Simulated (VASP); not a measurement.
# PtSe2 (Cm) in VASP: a series of runs

PtSe2 is run at these levels: PBE; tasks: single point.

All numbers are computed with VASP 6.6.1; they aren't measurements. Logs are shortened: lines on timing, memory, paths and dates and some standing lists are left out, and cuts for length are marked.

### Step 1. The cell of the first run

It takes space group Cm (No. 8, monoclinic). Conventional cell: a = 6.450 Å, b = 3.724 Å, c = 5.062 Å, α = 90.00°, β = 90.00°, γ = 90.00°. Pt (site symmetry m) has 6 Se at 2.39 to 2.59 Å within 3.2 Å. Within 3.4 Å of Se (site symmetry m) lie 3 Pt at 2.49 to 2.59 Å and 6 Se at 3.32 Å. Within 3.4 Å of Se (site symmetry m) lie 3 Pt at 2.39 to 2.51 Å and 6 Se at 3.32 Å.

### Step 2. Single point, PBE

File INCAR:

```
SYSTEM = PtSe2
ALGO = Normal
EDIFF = 1E-6
ENCUT = 520
GGA = PE
ISIF = 2
ISMEAR = 0
LASPH = .TRUE.
LCHARG = .FALSE.
LREAL = .FALSE.
LWAVE = .FALSE.
NBANDS = 18
NELM = 100
PREC = Accurate
SIGMA = 0.15
```

File KPOINTS:

```
k-points
0
G
  12 12 10
  0 0 0
```

File POSCAR:

```
PtSe2
1.0
    3.7240006046      0.0000000000      0.0000000000
   -1.8620003023      3.2250791273      0.0000000000
    0.0000000000      0.0000000000      5.0620000000
Pt Se
1 2
Direct
    0.0267218410      0.0133609205     -0.0100206904
    0.3333333333      0.6666666667      0.2500000000
    0.6666666667      0.3333333333      0.7500000000
```

Potentials or basis: VASP PAW PBE potentials, release 64 (Pt, Se).

Started as:

```bash
> cat potpaw_PBE.64/Pt/POTCAR potpaw_PBE.64/Se/POTCAR > POTCAR
> mpirun -np 1 vasp_std > vasp.out
```

OUTCAR:

```text
SYSTEM = PtSe2
   EDIFF = 1E-6
   ENCUT = 520
   GGA = PE
   ISIF = 2
   ISMEAR = 0
   LASPH = .TRUE.
   LREAL = .FALSE.
   NELM = 100
   PREC = Accurate

 ion  position               nearest neighbor table
   1  0.027  0.013  0.990-   3 2.39   2 2.49   2 2.49   3 2.51   3 2.51   2 2.59
   2  0.333  0.667  0.250-   1 2.49   1 2.49   1 2.59
   3  0.667  0.333  0.750-   1 2.39   1 2.51   1 2.51

  LATTYP: Found a hexagonal cell.
 ALAT       =     3.7240006046
 C/A-ratio  =     1.3592908642

  Lattice vectors:

 A1 = (   3.7240006046,   0.0000000000,   0.0000000000)
 A2 = (  -1.8620003023,   3.2250791273,   0.0000000000)
 A3 = (   0.0000000000,   0.0000000000,   5.0620000000)

Analysis of symmetry for initial positions (statically):
=====================================================================
 Subroutine PRICEL returns:
 Original cell was already a primitive cell.

 Routine SETGRP: Setting up the symmetry group for a
 hexagonal supercell.

 Subroutine GETGRP returns: Found  2 space group operations
 (whereof  2 operations were pure point group operations)
 out of a pool of 24 trial point group operations.

The static configuration has the point symmetry C_1h.

Analysis of symmetry for dynamics (positions and initial velocities):
=====================================================================
 Subroutine PRICEL returns:
 Original cell was already a primitive cell.

 Routine SETGRP: Setting up the symmetry group for a
 hexagonal supercell.

 Subroutine GETGRP returns: Found  2 space group operations
 (whereof  2 operations were pure point group operations)
 out of a pool of 24 trial point group operations.

The dynamic configuration has the point symmetry C_1h.

 Subroutine INISYM returns: Found  2 space group operations
 (whereof  2 operations are pure point group operations),
 and found     1 'primitive' translations

----------------------------------------------------------------------------------------

                                     Primitive cell

  volume of cell :      60.7956

  direct lattice vectors                    reciprocal lattice vectors
     3.724000605  0.000000000  0.000000000     0.268528420  0.155034956  0.000000000
    -1.862000302  3.225079127  0.000000000     0.000000000  0.310069912  0.000000000
     0.000000000  0.000000000  5.062000000     0.000000000  0.000000000  0.197550375
[... 84 lines left out ...]
   ENCUT  =  520.0 eV  38.22 Ry    6.18 a.u.   6.92  6.92  9.41*2*pi/ulx,y,z
   NELM   =    100;   NELMIN=  2; NELMDL= -5     # of ELM steps
   EDIFF  = 0.1E-05   stopping-criterion for ELM
   LREAL  =      F    real-space projection
   EDIFFG = 0.1E-04   stopping-criterion for IOM
   NSW    =      0    number of steps for IOM
   IBRION =     -1    ionic relax: 0-MD 1-quasi-New 2-CG
   NFREE  =      0    steps in history (QN), initial steepest desc. (CG)
   ISIF   =      2    stress and relaxation
   ISYM   =      2    0-nonsym 1-usesym 2-fastsym
   POTIM  = 0.5000    time-step for ionic-motion
   TEBEG  =    0.0;   TEEND  =   0.0 temperature during run
   PSTRESS=    0.0 pullay stress
   NELECT =      22.0000    total number of electrons
   NUPDOWN=      -1.0000    fix difference up-down
   EMIN   =  10.00;   EMAX   =-10.00  energy-range for DOS
   EFERMI =   0.00;   METHOD = LEGACY
   ISMEAR =     0;   SIGMA  =   0.15  broadening in eV -4-tet -1-fermi 0-gaus
   EFERMI_NEDOS =   21; number of points for ismear=-14 and -15
   IALGO  =     38    algorithm
   IMIX   =      4    mixing-type and parameters
     AMIX     =   0.40;   BMIX     =  1.00
     AMIX_MAG =   1.60;   BMIX_MAG =  1.00
  volume/ion in A,a.u.               =      20.27       136.76
  Fermi-wavevector in a.u.,A,eV,Ry     =   1.166608  2.204570 18.517180  1.360974
  Thomas-Fermi vector in A             =   2.303119
   LORBIT       =      0    0 simple, 1 ext, 2 COOP (PROOUT), +10 PAW based schemes
   GGA     = PE    functional components
   LHFCALC =     F    Hartree Fock is set to
   AEXX    =    0.0000 exact exchange contribution
   IVDW    =     0    specifies the selected vdW correction
   LEPSILON=     F    determine dielectric tensor
   LRPA    =     F    only Hartree local field effects (RPA)
 non-spin polarized calculation
 Gauss-broadening in eV      SIGMA  =   0.15
  energy-cutoff  :      520.00
  volume of cell :       60.80
 maximum number of plane-waves:      1654
   NGX = 13   NGY = 13   NGZ = 19

 number of electron      21.9999999 magnetization

 Free energy of the ion-electron system (eV)
  ---------------------------------------------------
  ext. energy  EPLUGINS =         0.00000000
  ---------------------------------------------------
  free energy    TOTEN  =       -14.10594006 eV

  energy without entropy =      -14.09921844  energy(sigma->0) =      -14.10257925

 E-fermi :   6.5387     XC(G=0): -10.6328

 val. band max:        6.5033292687   @ k =  -0.0833   0.0833   0.1000
 cond. band min:       6.5742922877   @ k =   0.0000   0.3333   0.3000
 fundamental gap:      0.0709630189
 Fermi energy:         6.5386600407

 k-point     1 :       0.0000    0.0000    0.0000
  band No.  band energies     occupation
      1      -9.1901      2.00000
      2      -6.3718      2.00000
      3      -0.6708      2.00000
      4       0.0194      2.00000
      5       0.0443      2.00000
      6       2.4445      2.00000
[... 481 lines left out ...]
      5       1.0344      2.00000
      6       1.4093      2.00000
[... 10 lines left out ...]
     17      14.9681      0.00000
     18      15.6626      0.00000

 [... further k-points ...]

------------------------ aborting loop because EDIFF is reached ----------------------------------------

  FORCE on cell =-STRESS in cart. coord.  units (eV):
  Direction    XX          YY          ZZ          XY          YZ          ZX
  --------------------------------------------------------------------------------------
  -------------------------------------------------------------------------------------
  Total        3.3967016      3.1691709      2.4234059      0.1970474     -0.1459040     -0.2527127
  in kB       89.5149802     83.5187485     63.8652306      5.1928889     -3.8450808     -6.6598650
  external PRESSURE =      78.9663198 kB  Pullay stress =       0.0000000 kB

 VOLUME and BASIS-vectors are now :
 -----------------------------------------------------------------------------
  energy-cutoff  :      520.00
  volume of cell :       60.80
      direct lattice vectors                 reciprocal lattice vectors
     3.724000605  0.000000000  0.000000000     0.268528420  0.155034956  0.000000000
    -1.862000302  3.225079127  0.000000000     0.000000000  0.310069912  0.000000000
     0.000000000  0.000000000  5.062000000     0.000000000  0.000000000  0.197550375

 POSITION                                       TOTAL-FORCE (eV/Angst)
 -----------------------------------------------------------------------------------
      0.07463      0.04309      5.01128        -1.249108     -0.721173      0.868529
     -0.00000      2.15005      1.26550         0.504528      0.291289      0.217974
      1.86200      1.07503      3.79650         0.744580      0.429884     -1.086503
 -----------------------------------------------------------------------------------
    total drift:                               -0.000168     -0.000097      0.000014

  FREE ENERGIE OF THE ION-ELECTRON SYSTEM (eV)
  ---------------------------------------------------
  free  energy   TOTEN  =       -14.1059400645 eV

  energy  without entropy=      -14.0992184428  energy(sigma->0) =      -14.10257925
```

OSZICAR:

```text
N       E                     dE             d eps       ncg     rms          rms(c)
DAV:   1     0.111385744418E+03    0.11139E+03   -0.10073E+04 14448   0.108E+03
DAV:   2    -0.969422790887E+01   -0.12108E+03   -0.11717E+03 17428   0.212E+02
DAV:   3    -0.148583083692E+02   -0.51641E+01   -0.51185E+01 17548   0.436E+01
DAV:   4    -0.148980704452E+02   -0.39762E-01   -0.39744E-01 17770   0.417E+00
DAV:   5    -0.148984864894E+02   -0.41604E-03   -0.41603E-03 17326   0.416E-01    0.132E+01
DAV:   6    -0.143185591193E+02    0.57993E+00   -0.41215E+00 14802   0.188E+01    0.809E+00
DAV:   7    -0.141259261233E+02    0.19263E+00   -0.81306E-01 14638   0.886E+00    0.406E+00
DAV:   8    -0.141077528943E+02    0.18173E-01   -0.46182E-02 15870   0.161E+00    0.816E-01
DAV:   9    -0.141057393355E+02    0.20136E-02   -0.67512E-03 16246   0.790E-01    0.166E-01
DAV:  10    -0.141059246801E+02   -0.18534E-03   -0.97580E-04 17136   0.201E-01    0.456E-02
DAV:  11    -0.141059384485E+02   -0.13768E-04   -0.34436E-05 18058   0.519E-02    0.265E-02
DAV:  12    -0.141059395597E+02   -0.11112E-05   -0.10473E-05 15580   0.245E-02    0.493E-03
DAV:  13    -0.141059400645E+02   -0.50483E-06   -0.83054E-07 12184   0.714E-03
   1 F= -.14105940E+02 E0= -.14102579E+02  d E =-.672162E-02
```

stdout:

```text
POSCAR found type information on POSCAR PtSe
 POSCAR found :  2 types and       3 ions
 scaLAPACK will be used
 LDA part: xc-table for (Slater+PW92), standard interpolation
 POSCAR, INCAR and KPOINTS ok, starting setup
 FFT: planning ... GRIDC
 FFT: planning ... GRID_SOFT
 FFT: planning ... GRID
 WAVECAR not read
 entering main loop
```

It took 4.6 min on 1 thread of AMD EPYC 7R13, shared host; peak memory 0.5 GiB.

What came out:

```yaml
Free_energy: -14.1059 eV
Pressure: 7.9 GPa
Largest_force: 1.684 eV/Å
Band_gap_on_the_k_mesh: zero (bands 11 and 12 overlap by 0.40 eV)
```

Forces in eV/Å, atoms in the order of the input:
```
Pt  -1.249 -0.721  0.869
Se   0.505  0.291  0.218
Se   0.745  0.430 -1.087
```

Stress tensor (GPa, compression positive):
```
 8.95  0.52 -0.67
 0.52  8.35 -0.38
-0.67 -0.38  6.39
```

Caveat: the cell differs from its parent crystal (all Pt atoms moved -0.100 Å, as atom 1 towards its neighbour atom 2 (Se) at 2.495 Å); the cell stands under pressure; spin-orbit coupling is left out, which moves the levels of the heavy elements; forces of over 1 eV/Å act on the atoms, so gaps and moduli don't describe the material at rest.

### Step 3. Single point, PBE

File INCAR:

```
PREC = Accurate ; ENCUT = 520
EDIFF = 1E-6 ; ISMEAR = 0
SIGMA = 0.15 ; LREAL = False
LASPH = True ; NELM = 60
ALGO = Normal ; ISIF = 2
LWAVE = False ; LCHARG = False
GGA = PE ; NBANDS = 18
```

File KPOINTS:

```
regular mesh
0
Gamma
  12 12 10
```

POSCAR: that of step 2 with these lines changed.

```diff
@@ -8,3 +8,3 @@
 Direct
-    0.0267218410      0.0133609205     -0.0100206904
+   -0.0200413807     -0.0100206904      0.0075155178
     0.3333333333      0.6666666667      0.2500000000
```

Potentials or basis: VASP PAW PBE potentials, release 64 (Pt, Se).

Started as:

```bash
> cat potpaw_PBE.64/Pt/POTCAR potpaw_PBE.64/Se/POTCAR > POTCAR
> mpirun -np 1 vasp_std > vasp.out
```

It took 4.3 min on 1 thread of AMD EPYC 7R13, shared host; peak memory 0.5 GiB.

It converged, with:

* Free energy: -14.1426 eV
* Pressure: 7.6 GPa
* Largest force: 1.251 eV/Å
* Band gap on the k mesh: zero (bands 11 and 12 overlap by 0.40 eV)

Forces in eV/Å, atoms in the order of the input:
```
Pt   0.929  0.536 -0.645
Se  -0.531 -0.307  0.941
Se  -0.397 -0.229 -0.296
```

Stress tensor (GPa, compression positive):
```
 8.52  0.29 -0.37
 0.29  8.18 -0.22
-0.37 -0.22  6.21
```

Levels at points of the mesh, in eV from the Fermi level:
| k point | band 7 | band 8 | band 9 | band 10 | band 11 | band 12 | band 13 | band 14 | band 15 | band 16 |
| --- | --- | --- | --- | --- | --- | --- | --- | --- | --- | --- |
| (0.00, 0.00, 0.00) | -4.06 | -2.62 | -1.05 | -1.03 | 0.36 | 1.45 | 1.48 | 3.61 | 4.21 | 7.28 |
| (0.50, 0.00, 0.00) | -3.73 | -3.59 | -3.52 | -3.44 | -2.97 | 0.64 | 2.34 | 4.77 | 5.84 | 7.10 |
| (0.00, 0.50, 0.00) | -3.76 | -3.62 | -3.48 | -3.40 | -2.94 | 0.66 | 2.32 | 4.75 | 5.86 | 7.09 |
| (0.00, 0.00, 0.50) | -4.10 | -2.95 | -1.74 | -1.48 | -1.45 | 2.28 | 2.29 | 4.81 | 6.29 | 6.75 |
| (0.50, 0.00, 0.50) | -3.57 | -3.56 | -3.24 | -2.87 | -1.39 | 0.98 | 1.51 | 4.54 | 4.78 | 7.20 |
| (0.00, 0.50, 0.50) | -3.58 | -3.57 | -3.31 | -2.76 | -1.36 | 0.96 | 1.50 | 4.55 | 4.81 | 7.17 |

Caveat: the cell differs from its parent crystal (all Pt atoms moved +0.075 Å, as atom 1 towards its neighbour atom 2 (Se) at 2.495 Å); the cell stands under pressure; spin-orbit coupling is left out, which moves the levels of the heavy elements; forces of over 1 eV/Å act on the atoms, so gaps and moduli don't describe the material at rest.

### Step 4. Single point, PBE

File INCAR:

```
SYSTEM = PtSe2
PREC = Accurate
ENCUT = 520
EDIFF = 1E-6
ISMEAR = 0
SIGMA = 0.15
LREAL = .FALSE.
LASPH = .TRUE.
NELM = 60
ALGO = Normal
ISIF = 2
LWAVE = .FALSE.
LCHARG = .FALSE.
GGA = PE
NBANDS = 18
```

File KPOINTS:

```
regular mesh
0
G
  12 12 10
  0 0 0
```

POSCAR: that of step 3 with these lines changed.

```diff
@@ -8,3 +8,3 @@
 Direct
-   -0.0200413807     -0.0100206904      0.0075155178
+    0.0133609205      0.0066804602     -0.0050103452
     0.3333333333      0.6666666667      0.2500000000
```

Started as:

```bash
> cat potpaw_PBE.64/Pt/POTCAR potpaw_PBE.64/Se/POTCAR > POTCAR
> mpirun -np 1 vasp_std > vasp.out
```

Wall time 4.4 min (1 thread of AMD EPYC 7R13, shared host); peak memory 0.5 GiB.

The run converged. Its results:

| Item | Value |
| --- | --- |
| Free energy | -14.1686 eV |
| Pressure | 7.5 GPa |
| Largest force | 0.897 eV/Å |
| Band gap on the k mesh | zero (bands 11 and 12 overlap by 0.40 eV) |

Forces on the atoms (eV/Å):
```
Pt  -0.615 -0.355  0.427
Se   0.278  0.160  0.380
Se   0.337  0.195 -0.808
```

Stress tensor (GPa, compression positive):
```
 8.22  0.13 -0.17
 0.13  8.07 -0.10
-0.17 -0.10  6.08
```

Levels at points of the mesh, in eV from the Fermi level:
| k point | band 8 | band 9 | band 10 | band 11 | band 12 | band 13 | band 14 | band 15 |
| --- | --- | --- | --- | --- | --- | --- | --- | --- |
| (0.00, 0.00, 0.00) | -2.61 | -1.07 | -1.06 | 0.38 | 1.45 | 1.46 | 3.60 | 4.20 |
| (0.50, 0.00, 0.00) | -3.58 | -3.52 | -3.44 | -2.98 | 0.65 | 2.34 | 4.77 | 5.83 |
| (0.00, 0.50, 0.00) | -3.60 | -3.50 | -3.43 | -2.97 | 0.66 | 2.33 | 4.76 | 5.84 |
| (0.00, 0.00, 0.50) | -2.96 | -1.74 | -1.50 | -1.48 | 2.29 | 2.29 | 4.80 | 6.30 |
| (0.50, 0.00, 0.50) | -3.55 | -3.25 | -2.87 | -1.39 | 0.98 | 1.51 | 4.55 | 4.77 |
| (0.00, 0.50, 0.50) | -3.55 | -3.28 | -2.82 | -1.38 | 0.97 | 1.51 | 4.55 | 4.79 |

Caveat: the cell differs from its parent crystal (all Pt atoms moved -0.050 Å, as atom 1 towards its neighbour atom 2 (Se) at 2.495 Å); the cell stands under pressure; spin-orbit coupling is left out, which moves the levels of the heavy elements.

### Step 5. The runs side by side

```csv
cell,gap on the mesh (eV),pressure (GPa),largest force (eV/Å)
"as given, atomic positions A",none,7.9,1.68
"as given, atomic positions B",none,7.6,1.25
"as given, atomic positions C",none,7.5,0.90
```

Alike in all rows: task single point; level PBE; potentials or basis VASP PAW PBE potentials, release 64 (Pt, Se); no spin polarisation; k mesh 12 × 12 × 10; cutoff (eV) 520; smearing gaussian 0.15 eV.

Caveats: the cell stands under pressure; spin-orbit coupling is left out, which moves the levels of the heavy elements; forces of over 1 eV/Å act on the atoms, so gaps and moduli don't describe the material at rest (at least some runs).

Total energies depend on the potentials used, so only differences within one code and one set of settings carry meaning.
